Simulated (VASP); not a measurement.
A run of VASP 6.6.1 is set up as follows.

The input INCAR:

```
PREC = Accurate ; ENCUT = 520
EDIFF = 1E-6 ; ISMEAR = 0
SIGMA = 0.02 ; LREAL = False
LASPH = True ; NELM = 150
ALGO = Normal ; ISIF = 2
LWAVE = False ; LCHARG = False
LMAXMIX = 4 ; LDAU = True
LDAUTYPE = 2 ; LDAUL = -1 2 -1
LDAUU = 0 4 0 ; LDAUJ = 0 0 0
LDAUPRINT = 1 ; GGA = PE
NBANDS = 28
```

File KPOINTS:

```
Automatic mesh
0
Gamma
  8 8 8
```

The input POSCAR:

```
SrTiO3
1.0
    3.8249508000      0.0000000000      0.0000000000
    0.0000000000      3.8249508000      0.0000000000
    0.0000000000      0.0000000000      3.8249508000
Sr Ti O
1 1 3
Direct
    0.5000000000      0.5000000000      0.5000000000
    0.0000000000      0.0000000000      0.0000000000
    0.5000000000      0.0000000000      0.0000000000
    0.0000000000      0.5000000000      0.0000000000
    0.0000000000      0.0000000000      0.5000000000
```

Potentials or basis: VASP PAW PBE potentials, release 64 (Sr_sv, Ti_sv, O).

The run is started by

```sh
$ cat potpaw_PBE.64/Sr_sv/POTCAR potpaw_PBE.64/Ti_sv/POTCAR potpaw_PBE.64/O/POTCAR > POTCAR
$ mpirun -np 1 vasp_std > vasp.out
```

Task: What does it give for the pressure?

Result: 23.2 GPa.

Task: Estimate the band gap on the k mesh.

Result: 2.52 eV (least direct gap 2.89 eV).

Eigenvalues of the final occupation matrices:
```tsv
site	spin	trace	eigenvalues
site 2 d	1	0.87	0.11 0.11 0.11 0.27 0.27
site 2 d	2	0.87	0.11 0.11 0.11 0.27 0.27
```

Caveat: the cell stands under pressure. A k mesh can miss the band edges.
